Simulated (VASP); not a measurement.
The system is GaAs (rocksalt type).

```
CELL_PARAMETERS angstrom
0.00000 2.50942 2.50942
2.50942 0.00000 2.50942
2.50942 2.50942 0.00000
ATOMIC_POSITIONS crystal
Ga 0.00000 0.00000 0.00000
As 0.50000 0.50000 0.50000
```

| Quantity | Value |
| --- | --- |
| Program | VASP 6.6.1 |
| Task | relaxation of cell and atoms |
| Functional | PBE |
| Potentials or basis | VASP PAW PBE potentials, release 64 (Ga_d, As) |
| Cutoff | 600 eV |
| k mesh | 15 × 15 × 15 |
| Occupations | fermi-dirac, width 0.08 eV |
| Spin | no spin polarisation |

At the start: pressure 25.7 GPa; volume 15.80 Å³/atom.

Problem. How do energy, volume and symmetry change on relaxing?

Solution. Over 5 steps the energy falls by 251.3 meV/atom and the volume is 19.65 Å³/atom (+24.4 %); space group Fm-3m (No. 225, to 0.05 Å).

The path:
```
step  energy change (eV)  largest force (eV/Å)  pressure (GPa)  volume (Å³)
   1              0.0000                0.0000           25.74        31.60
   2             -0.3752                0.0000           -6.62        44.70
   3             -0.5025                0.0000            0.11        39.24
   4             -0.5025                0.0000           -0.15        39.41
   5             -0.5025                0.0000           -0.01        39.31
```

Final structure:
```yaml
crystal:
  lattice:
    - [0.00000, 2.69867, 2.69867]
    - [2.69867, 0.00000, 2.69867]
    - [2.69867, 2.69867, 0.00000]
  atoms:
    - { symbol: Ga, position: [0.00000, 0.00000, 0.00000] }
    - { symbol: As, position: [0.50000, 0.50000, 0.50000] }
```

Caveat: the volume moved by over 15 % at a fixed basis, so the end points are rough.
